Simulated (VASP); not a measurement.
The system is Ti3Be.

```xyz
8
Lattice="5.5511 0.0000 0.0000 -2.7756 4.8074 0.0000 0.0000 0.0000 4.4858" Properties=species:S:1:pos:R:3 pbc="T T T"
Ti    1.4506    0.8375    3.3643
Ti    4.1005    0.8375    3.3643
Ti    2.7756    3.1324    3.3643
Ti    1.3249    3.9699    1.1214
Ti   -1.3249    3.9699    1.1214
Ti    0.0000    1.6751    1.1214
Be    2.7756    1.6025    1.1214
Be    0.0000    3.2050    3.3643
```

```yaml
Program: VASP 6.6.1
Task: relaxation of volume and atoms at fixed shape
Functional: LDA
Potentials_or_basis: VASP PAW LDA potentials, release 64 (Ti_sv, Be)
Cutoff: 600 eV
k_mesh: 5 × 5 × 5
Occupations: fermi-dirac, width 0.1 eV
Spin: no spin polarisation
```

At the start: pressure -7.9 GPa; volume 14.96 Å³/atom.

Problem. Where does the relaxation end?

Solution. Over 3 steps the energy falls by 27.5 meV/atom and the volume is 13.91 Å³/atom (-7.1 %); space group P6_3/mmc (No. 194, to 0.1 Å) before and after.

Step by step:
```csv
step,energy change (eV),largest force (eV/Å),pressure (GPa),volume (Å³)
1,0.0000,0.0112,-7.86,119.71
2,-0.1661,0.0379,4.61,107.43
3,-0.2196,0.0174,0.01,111.26
```

Final structure:
```
CELL_PARAMETERS angstrom
5.41739 0.00000 0.00000
-2.70870 4.69160 0.00000
0.00000 0.00000 4.37769
ATOMIC_POSITIONS crystal
Ti 0.34836 0.17418 0.75000
Ti 0.82582 0.17418 0.75000
Ti 0.82582 0.65164 0.75000
Ti 0.65164 0.82582 0.25000
Ti 0.17418 0.82582 0.25000
Ti 0.17418 0.34836 0.25000
Be 0.66667 0.33333 0.25000
Be 0.33333 0.66667 0.75000
```
